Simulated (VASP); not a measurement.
# Rb (Pm-3m) in VASP: a series of runs

Runs on Rb. Level: PBE. Tasks: single point, relaxation of cell and atoms.

Program: VASP 6.6.1. These are calculated values, not measurements. Logs are shortened: lines on timing, memory, paths and dates and some standing lists are left out, and cuts for length are marked.

## (1) The cell of the first run

It takes space group Pm-3m (No. 221, cubic). Conventional cell: a = 4.288 Å, b = 4.288 Å, c = 4.288 Å, α = 90.00°, β = 90.00°, γ = 90.00°. Rb (site symmetry m-3m) has 6 Rb at 4.29 Å within 5.6 Å.

## (2) Single point, PBE (volume scaled by 0.8)

Input file INCAR:

```
ALGO = Normal ; EDIFF = 1E-6
ENCUT = 520 ; GGA = PE
ISIF = 2 ; ISMEAR = -1
LASPH = True ; LCHARG = True
LELF = True ; LREAL = False
LVHAR = True ; LWAVE = False
NBANDS = 10 ; NELM = 80
PREC = Accurate ; SIGMA = 0.08
```

Input file KPOINTS:

```
k-points
0
Gamma
  9 9 9
```

Input file POSCAR:

```
Rb
1.0
    4.2876127361      0.0000000000      0.0000000000
    0.0000000000      4.2876127361      0.0000000000
    0.0000000000      0.0000000000      4.2876127361
Rb
1
Direct
    0.0000000000      0.0000000000      0.0000000000
```

Potentials or basis: VASP PAW PBE potentials, release 64 (Rb_sv).

The run is started by

```console
$ cat potpaw_PBE.64/Rb_sv/POTCAR > POTCAR
$ mpirun -np 1 vasp_std > vasp.out
```

OUTCAR:

```text
EDIFF = 1E-6
   ENCUT = 520
   GGA = PE
   ISIF = 2
   ISMEAR = -1
   LASPH = True
   LREAL = False
   NELM = 80
   PREC = Accurate

 ion  position               nearest neighbor table
   1  0.000  0.000  0.000-

  LATTYP: Found a simple cubic cell.
 ALAT       =     4.2876127361

  Lattice vectors:

 A1 = (   4.2876127361,   0.0000000000,   0.0000000000)
 A2 = (   0.0000000000,   4.2876127361,   0.0000000000)
 A3 = (   0.0000000000,   0.0000000000,   4.2876127361)

Analysis of symmetry for initial positions (statically):
=====================================================================
 Subroutine PRICEL returns:
 Original cell was already a primitive cell.

 Routine SETGRP: Setting up the symmetry group for a
 simple cubic supercell.

 Subroutine GETGRP returns: Found 48 space group operations
 (whereof 48 operations were pure point group operations)
 out of a pool of 48 trial point group operations.

The static configuration has the point symmetry O_h .

Analysis of symmetry for dynamics (positions and initial velocities):
=====================================================================
 Subroutine PRICEL returns:
 Original cell was already a primitive cell.

 Routine SETGRP: Setting up the symmetry group for a
 simple cubic supercell.

 Subroutine GETGRP returns: Found 48 space group operations
 (whereof 48 operations were pure point group operations)
 out of a pool of 48 trial point group operations.

The dynamic configuration has the point symmetry O_h .

 Subroutine INISYM returns: Found 48 space group operations
 (whereof 48 operations are pure point group operations),
 and found     1 'primitive' translations

----------------------------------------------------------------------------------------

                                     Primitive cell

  volume of cell :      78.8219

  direct lattice vectors                    reciprocal lattice vectors
     4.287612736  0.000000000  0.000000000     0.233230019  0.000000000  0.000000000
     0.000000000  4.287612736  0.000000000     0.000000000  0.233230019  0.000000000
     0.000000000  0.000000000  4.287612736     0.000000000  0.000000000  0.233230019

  length of vectors
     4.287612736  4.287612736  4.287612736     0.233230019  0.233230019  0.233230019

  position of ions in fractional coordinates (direct lattice)
     0.000000000  0.000000000  0.000000000

  ion indices of the primitive-cell ions
   primitive index   ion index
                 1           1

----------------------------------------------------------------------------------------

 KPOINTS: k-points

Automatic generation of k-mesh.
 Grid dimensions read from file:
 generate k-points for:    9    9    9

 Generating k-lattice:

  Cartesian coordinates                     Fractional coordinates (reciprocal lattice)
     0.025914447  0.000000000  0.000000000     0.111111111  0.000000000  0.000000000
     0.000000000  0.025914447  0.000000000     0.000000000  0.111111111  0.000000000
     0.000000000  0.000000000  0.025914447     0.000000000  0.000000000  0.111111111

  Length of vectors
     0.025914447  0.025914447  0.025914447

  Shift w.r.t. Gamma in fractional coordinates (k-lattice)
     0.000000000  0.000000000  0.000000000

 Subroutine IBZKPT returns following result:
 ===========================================

 Found     35 irreducible k-points:

 Following reciprocal coordinates:
            Coordinates               Weight
  0.000000  0.000000  0.000000      1.000000
  0.111111  0.000000  0.000000      6.000000
  0.222222  0.000000  0.000000      6.000000
  0.333333  0.000000  0.000000      6.000000
  0.444444  0.000000  0.000000      6.000000
  0.111111  0.111111  0.000000     12.000000
[... 16 lines left out ...]
  0.333333  0.333333  0.111111     24.000000
  0.444444  0.333333  0.111111     48.000000
 [... further k-points ...]
   k-points           NKPTS =     35   k-points in BZ     NKDIM =     35   number of bands    NBANDS=     10
   number of dos      NEDOS =    301   number of ions     NIONS =      1
   total plane-waves  NPLWV =  32768
   dimension x,y,z NGX =    32 NGY =   32 NGZ =   32
   dimension x,y,z NGXF=    64 NGYF=   64 NGZF=   64
   ions per type =               1
   NGX,Y,Z   is equivalent  to a cutoff of  12.41, 12.41, 12.41 a.u.
   NGXF,Y,Z  is equivalent  to a cutoff of  24.82, 24.82, 24.82 a.u.
 SYSTEM =  unknown system
   PREC   = accura    normal or accurate (medium, high low for compatibility)
   ISTART =      0    job   : 0-new  1-cont  2-samecut
   ICHARG =      2    charge: 1-file 2-atom 10-const
   ISPIN  =      1    spin polarized calculation?
   LNONCOLLINEAR =      F non collinear calculations
   LSORBIT =      F    spin-orbit coupling
   LASPH  =      T    aspherical Exc in radial PAW
   ENCUT  =  520.0 eV  38.22 Ry    6.18 a.u.   7.97  7.97  7.97*2*pi/ulx,y,z
   NELM   =     80;   NELMIN=  2; NELMDL= -5     # of ELM steps
   EDIFF  = 0.1E-05   stopping-criterion for ELM
   LREAL  =      F    real-space projection
   EDIFFG = 0.1E-04   stopping-criterion for IOM
   NSW    =      0    number of steps for IOM
   IBRION =     -1    ionic relax: 0-MD 1-quasi-New 2-CG
   NFREE  =      0    steps in history (QN), initial steepest desc. (CG)
   ISIF   =      2    stress and relaxation
   ISYM   =      2    0-nonsym 1-usesym 2-fastsym
   POTIM  = 0.5000    time-step for ionic-motion
   TEBEG  =    0.0;   TEEND  =   0.0 temperature during run
   PSTRESS=    0.0 pullay stress
   NELECT =       9.0000    total number of electrons
   NUPDOWN=      -1.0000    fix difference up-down
   EMIN   =  10.00;   EMAX   =-10.00  energy-range for DOS
   EFERMI =   0.00;   METHOD = LEGACY
   ISMEAR =    -1;   SIGMA  =   0.08  broadening in eV -4-tet -1-fermi 0-gaus
   EFERMI_NEDOS =   21; number of points for ismear=-14 and -15
   IALGO  =     38    algorithm
   IMIX   =      4    mixing-type and parameters
     AMIX     =   0.40;   BMIX     =  1.00
     AMIX_MAG =   1.60;   BMIX_MAG =  1.00
  volume/ion in A,a.u.               =      78.82       531.92
  Fermi-wavevector in a.u.,A,eV,Ry     =   0.794219  1.500856  8.582329  0.630783
  Thomas-Fermi vector in A             =   1.900308
   LORBIT       =      0    0 simple, 1 ext, 2 COOP (PROOUT), +10 PAW based schemes
   GGA     = PE    functional components
[... 5 lines left out ...]
 non-spin polarized calculation
  energy-cutoff  :      520.00
  volume of cell :       78.82
 maximum number of plane-waves:      2152
 NGX is ok and might be reduce to    32
   NGX = 15   NGY = 15   NGZ = 15

 number of electron       9.0000000 magnetization

 Free energy of the ion-electron system (eV)
  ---------------------------------------------------
  ext. energy  EPLUGINS =         0.00000000
  ---------------------------------------------------
  free energy    TOTEN  =        -0.80995622 eV

  energy without entropy =       -0.79155897  energy(sigma->0) =       -0.80075759

 E-fermi :   0.3980     XC(G=0):  -5.8176

 val. band max:        0.3489567229   @ k =   0.3333   0.3333   0.1111
 cond. band min:       0.4566930086   @ k =   0.4444   0.2222   0.0000
 fundamental gap:      0.1077362857
 Fermi energy:         0.3979540144

 k-point     1 :       0.0000    0.0000    0.0000
  band No.  band energies     occupation
      1     -28.6507      2.00000
      2     -12.6401      2.00000
      3     -12.6401      2.00000
      4     -12.6401      2.00000
      5      -1.7749      2.00000
      6       2.6960      0.00000
      7       2.6960      0.00000
      8       6.8077      0.00000
      9       6.8079      0.00000
     10       6.8097      0.00000

 k-point     2 :       0.1111    0.0000    0.0000
  band No.  band energies     occupation
      1     -28.6493      2.00000
      2     -12.6689      2.00000
      3     -12.6376      2.00000
      4     -12.6376      2.00000
      5      -1.6428      2.00000
      6       2.6785      0.00000
      7       2.7575      0.00000
      8       6.1256      0.00000
      9       6.1256      0.00000
     10       6.4452      0.00000

 k-point     3 :       0.2222    0.0000    0.0000
  band No.  band energies     occupation
      1     -28.6459      2.00000
      2     -12.7408      2.00000
      3     -12.6314      2.00000
      4     -12.6314      2.00000
      5      -1.2643      2.00000
      6       2.4489      0.00000
      7       2.9275      0.00000
      8       5.4786      0.00000
      9       5.4786      0.00000
     10       6.0480      0.00000

 k-point     4 :       0.3333    0.0000    0.0000
  band No.  band energies     occupation
      1     -28.6420      2.00000
      2     -12.8203      2.00000
      3     -12.6243      2.00000
      4     -12.6243      2.00000
      5      -0.6847      2.00000
      6       1.8160      0.00000
      7       3.1542      0.00000
      8       5.0116      0.00000
      9       5.0116      0.00000
     10       6.4508      0.00000
[... 222 lines left out ...]
 k-point    22 :       0.4444    0.2222    0.1111
  band No.  band energies     occupation
      1     -28.6334      2.00000
      2     -12.8536      2.00000
      3     -12.7120      2.00000
      4     -12.6380      2.00000
      5       0.5544      0.24794
      6       1.3335      0.00002
      7       3.4378      0.00000
      8       3.8310      0.00000
      9       4.8940      0.00000
     10       5.5735      0.00000

 k-point    23 :       0.3333    0.3333    0.1111
  band No.  band energies     occupation
      1     -28.6321      2.00000
      2     -12.7968      2.00000
      3     -12.7909      2.00000
      4     -12.6356      2.00000
      5       0.3490      1.29701
      6       2.1759      0.00000
      7       2.8471      0.00000
      8       4.0027      0.00000
      9       4.8086      0.00000
     10       5.3377      0.00000

 k-point    24 :       0.4444    0.3333    0.1111
  band No.  band energies     occupation
      1     -28.6296      2.00000
      2     -12.8424      2.00000
      3     -12.7870      2.00000
      4     -12.6308      2.00000
      5       0.8561      0.00649
      6       1.7269      0.00000
      7       3.0403      0.00000
      8       3.6580      0.00000
      9       5.0526      0.00000
     10       5.2897      0.00000

 [... further k-points ...]
[... 5 lines left out ...]
  --------------------------------------------------------------------------------------
  -------------------------------------------------------------------------------------
  Total        0.3716123      0.3716123      0.3716123      0.0000000      0.0000000     -0.0000000
  in kB        7.5536006      7.5536006      7.5536006      0.0000000      0.0000000     -0.0000000
  external PRESSURE =       7.5536006 kB  Pullay stress =       0.0000000 kB

 VOLUME and BASIS-vectors are now :
 -----------------------------------------------------------------------------
  energy-cutoff  :      520.00
  volume of cell :       78.82
      direct lattice vectors                 reciprocal lattice vectors
     4.287612736  0.000000000  0.000000000     0.233230019  0.000000000  0.000000000
     0.000000000  4.287612736  0.000000000     0.000000000  0.233230019  0.000000000
     0.000000000  0.000000000  4.287612736     0.000000000  0.000000000  0.233230019

 POSITION                                       TOTAL-FORCE (eV/Angst)
 -----------------------------------------------------------------------------------
      0.00000      0.00000      0.00000         0.000000      0.000000      0.000000
 -----------------------------------------------------------------------------------
    total drift:                                0.000000      0.000000      0.000000

  FREE ENERGIE OF THE ION-ELECTRON SYSTEM (eV)
  ---------------------------------------------------
  free  energy   TOTEN  =        -0.8099562203 eV

  energy  without entropy=       -0.7915589690  energy(sigma->0) =       -0.80075759
```

It took 11 s on 1 thread of Intel Xeon Platinum 8259CL at 2.50GHz (Skylake/Cascade Lake), shared host; peak memory 0.18 GiB.

Results:

```yaml
Free_energy: -0.8100 eV
Pressure: 0.8 GPa
```

(Continued in part 2 of 3.)
